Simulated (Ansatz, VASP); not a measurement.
**One calculation of Co, two programs**

```xyz
2
Lattice="2.4874 0.0000 0.0000 -1.2437 2.1541 0.0000 0.0000 0.0000 4.0633" Properties=species:S:1:pos:R:3 pbc="T T T"
Co    1.2437    0.7180    1.0559
Co    0.0000    1.4361    3.0074
```

Alike in both runs: task single point; functional LDA; k mesh 18 × 18 × 7; occupations fermi-dirac, width 0.08 eV; collinear spin.

|  | VASP | Ansatz |
| --- | --- | --- |
| version | VASP 6.6.1 | Ansatz 0.2.0 |
| potentials or method | VASP PAW LDA potentials, release 64 (Co) | PAW with Ansatz's default frozen-core files, scalar-relativistic |
| plane-wave cutoff (eV) | 520 | 420 |
| valence electrons in the cell | 18 | 34 |

Ansatz gave:

- pressure (GPa): -17.8
- traceless stress, the component that is largest in VASP (GPa): -1.24
- rms of the force components (eV/Å): 0.242
- net moment per atom (μB): 1.58
- size of the moment on the site where the two differ most (μB): 1.63

Problem. Which values does VASP return?

Solution. Pressure (GPa): -18.5; traceless stress, the component that is largest in VASP (GPa): -1.44; rms of the force components (eV/Å): 0.239; net moment per atom (μB): 1.56; size of the moment on the site where the two differ most (μB): 1.56.

LDA's correlation is that of Perdew and Zunger in VASP and of Perdew and Wang (1992) in Ansatz. Site moments also hang on the region over which each program counts them. Atom by atom the forces differ by 0.003 eV/Å (rms over components). VASP's potentials hold 18 valence electrons a cell and Ansatz's 34, so a difference there can come from the potentials and not from the codes.
